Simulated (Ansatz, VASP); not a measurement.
Two plane-wave programs on Mg3CdS2

```
Mg Cd S
1.0
     6.07575    0.00000    0.00000
    -3.03788    5.26176    0.00000
     0.00000    0.00000   11.57030
Mg Cd S
3 1 2
Direct
  0.83724 0.16276 0.50000
  0.83724 0.67447 0.50000
  0.32553 0.16276 0.50000
  0.00000 0.00000 0.00000
  0.00000 0.00000 0.65087
  0.00000 0.00000 0.34913
```

Alike in both runs: functional PBE; k mesh 6 × 6 × 4; occupations gaussian, width 0.02 eV; no spin polarisation.

Ansatz relaxed the structure, and its values are those at the end. VASP's run is a single point on that final structure, the one shown.

|  | VASP | Ansatz |
| --- | --- | --- |
| version | VASP 6.6.1 | Ansatz 0.2.0 |
| potentials or method | VASP PAW PBE potentials, release 64 (Mg, Cd, S), cutoff 520 eV | scalar-relativistic, plane waves, PAW |
| valence electrons in the cell | 30 | 62 |

Ansatz gave:

```
gap on the k mesh at the Fermi level (eV) : 0.54
least direct gap on the mesh (eV)         : 0.57
pressure (GPa)                            : 0.0
rms of the force components (eV/Å)        : 0.000
```

Task: Estimate VASP's values.

Result: gap on the k mesh at the Fermi level (eV): 0.54; least direct gap on the mesh (eV): 0.57; pressure (GPa): 0.0; rms of the force components (eV/Å): 0.009.

The functional is the same, so the differences come from potentials, cutoffs and numerics. VASP's potentials hold 30 valence electrons a cell and Ansatz's 62, so a difference there can come from the potentials and not from the codes.
